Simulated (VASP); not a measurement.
Wanted: the native input for a VASP 6.6.1 run.

- Task: single point
- Functional: PBEsol
- Potentials or basis: VASP PAW PBE potentials, release 64 (Al, Cu)
- Cutoff: 520 eV
- k mesh: 12 × 12 × 10
- Occupations: gaussian, width 0.15 eV
- Spin: no spin polarisation
- Dipole correction: no
- Further INCAR settings: ALGO = Fast; EDIFF = 1e-07; NBANDS = 24

The structure of Al3Cu2 lies in POSCAR:

```
Al3Cu2
1.0
    3.9346421713      0.0000000000      0.0000000000
   -1.9673210856      3.4075000751      0.0000000000
    0.0000000000      0.0000000000      4.9821008669
Al Cu
3 2
Direct
    0.0000000000      0.0000000000      0.0000000000
    0.3333333333      0.6666666667      0.3515059889
    0.6666666667      0.3333333333      0.6484940111
    0.3333333333      0.6666666667      0.8422899951
    0.6666666667      0.3333333333      0.1577100049
```

This cell differs from its parent crystal: strain -0.040 along x and y, +0.000 along z.

The input as run:

INCAR

```
PREC = Accurate ; ENCUT = 520
EDIFF = 1E-7 ; ISMEAR = 0
SIGMA = 0.15 ; LREAL = F
LASPH = T ; NELM = 100
ALGO = Fast ; ISIF = 2
LWAVE = F ; LCHARG = F
GGA = PS ; NBANDS = 24
```

KPOINTS

```
regular mesh
0
Gamma
  12 12 10
```

Potentials or basis: VASP PAW PBE potentials, release 64 (Al, Cu).

Command:

```console
$ cat potpaw_PBE.64/Al/POTCAR potpaw_PBE.64/Cu/POTCAR > POTCAR
$ mpirun -np 1 vasp_std > vasp.out
```

It gave:

| Quantity | Value |
| --- | --- |
| Pressure | 11.6 GPa |
| Largest force | 0.125 eV/Å |
| Band gap on the k mesh | zero (an odd number of electrons rules out a gap without spin polarisation) |

Caveat: the cell differs from its parent crystal (strain -0.040 along x and y, +0.000 along z); the cell stands under pressure; the PAW data sets were made with another functional, which shifts forces and pressure a little.

Run time: 6.5 min on 1 thread of Intel(R) Xeon(R) Platinum 8259CL CPU @ 2.50GHz (Skylake/Cascade Lake), on a shared host, peak memory 0.34 GiB.
